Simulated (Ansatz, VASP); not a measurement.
## Two plane-wave programs on Al3GaSb4

```
Al Ga Sb
1.0
     6.09369    0.00000    0.00000
     0.00000    6.09369    0.00000
     0.00000    0.00000    6.09369
Al Ga Sb
3 1 4
Direct
  0.50000 0.50000 0.00000
  0.50000 0.00000 0.50000
  0.00000 0.50000 0.50000
  0.00000 0.00000 0.00000
  0.75087 0.75087 0.24913
  0.75087 0.24913 0.75087
  0.24913 0.75087 0.75087
  0.24913 0.24913 0.24913
```

Alike in both runs: functional LDA; k mesh 6 × 6 × 6; occupations gaussian, width 0.02 eV; no spin polarisation.

Ansatz relaxed the structure, and its values are those at the end. VASP's run is a single point on that final structure, the one shown.

|  | VASP | Ansatz |
| --- | --- | --- |
| version | VASP 6.6.1 | Ansatz 0.2.0 |
| potentials or method | VASP PAW LDA potentials, release 64 (Al, Ga_d, Sb), cutoff 520 eV | scalar-relativistic, plane waves, PAW |
| valence electrons in the cell | 42 | 82 |

VASP gave:

- gap on the k mesh at the Fermi level (eV): 0.44
- least direct gap on the mesh (eV): 0.67
- pressure (GPa): 0.3
- rms of the force components (eV/Å): 0.006

Problem. Which values does Ansatz return?

Solution. gap on the k mesh at the Fermi level (eV): 0.43; least direct gap on the mesh (eV): 0.67; pressure (GPa): 0.0; rms of the force components (eV/Å): 0.000.

LDA's correlation is that of Perdew and Zunger in VASP and of Perdew and Wang (1992) in Ansatz. VASP's potentials hold 42 valence electrons a cell and Ansatz's 82, so a difference there can come from the potentials and not from the codes.

Spin-orbit coupling is off throughout.
